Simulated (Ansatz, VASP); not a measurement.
# SnO2: VASP beside Ansatz

Contents of INCAR:

```
PREC = Accurate ; ENCUT = 520
EDIFF = 1E-6 ; ISMEAR = 0
SIGMA = 0.05 ; LREAL = F
LASPH = T ; NELM = 80
ALGO = Normal ; ISIF = 2
LWAVE = F ; LCHARG = F
GGA = PE ; IVDW = 12
NBANDS = 35
```

Contents of KPOINTS:

```
Automatic mesh
0
Gamma
  8 6 6
```

Contents of POSCAR:

```
SnO2
1.0
    1.6186264610     -2.8035432689      0.0000000000
    1.6186264610      0.9345144230      4.2918257460
   -4.8558793830     -2.8035432689      0.0000000000
Sn O
2 4
Direct
    0.5336087425      0.4590178198     -0.0125429783
   -0.0336087425      0.5409821802      0.5125429783
    0.4840600750      0.7460447061      0.7646400351
    1.0159399250      0.7155554097      0.2225600035
    0.4840600750      0.2844445903      0.2774399965
    1.0159399250      0.2539552939      0.7353599649
```

Input for Ansatz:

```yaml
crystal:
  lattice:
    - [1.618626461, -2.8035432689, 0.0]
    - [1.618626461, 0.934514423, 4.291825746]
    - [-4.855879383, -2.8035432689, 0.0]
  atoms:
    - { symbol: Sn, position: [0.5336087425, 0.4590178198, -0.0125429783] }
    - { symbol: Sn, position: [-0.0336087425, 0.5409821802, 0.5125429783] }
    - { symbol: O, position: [0.484060075, 0.7460447061, 0.7646400351] }
    - { symbol: O, position: [1.015939925, 0.7155554097, 0.2225600035] }
    - { symbol: O, position: [0.484060075, 0.2844445903, 0.2774399965] }
    - { symbol: O, position: [1.015939925, 0.2539552939, 0.7353599649] }
basis:
  ecutwfc: 520.0
kpoints:
  mp_grid: { grid: [8, 6, 6] }
hamiltonian:
  xc: pbe
  pseudopotentials: { kind: paw, azcp: { folder: soft_1 } }
  dispersion: d3bj
scf:
  occupations: { method: gaussian, width: 0.05 }
output:
  forces: true
  stress: true
  eigenvalues: true
```

Change from the starting cell: mode 4 frozen in at -0.176 Å and mode 5 at -0.109 Å (largest displacements).

Alike in both runs: task single point; functional PBE; dispersion D3(BJ); k mesh 8 × 6 × 6; occupations gaussian, width 0.05 eV; no spin polarisation.

```csv
,VASP,Ansatz
version,VASP 6.6.1,Ansatz 0.2.0
potentials or method,"VASP PAW PBE potentials, release 64 (Sn_d, O), cutoff 520 eV","scalar-relativistic, plane waves, PAW"
valence electrons in the cell,52,52
```

|  | VASP | Ansatz | Ansatz less VASP |
| --- | --- | --- | --- |
| gap on the k mesh at the Fermi level (eV) | 1.25 | 1.29 | +0.031 |
| least direct gap on the mesh (eV) | 1.29 | 1.32 | +0.028 |
| pressure (GPa) | -0.3 | -1.0 | -0.65 |
| traceless stress, the component that is largest in VASP (GPa) | -0.92 | -0.48 | +0.441 |
| rms of the force components (eV/Å) | 0.428 | 0.423 | -0.0050 |

Atom by atom the forces differ by 0.029 eV/Å (rms over components).
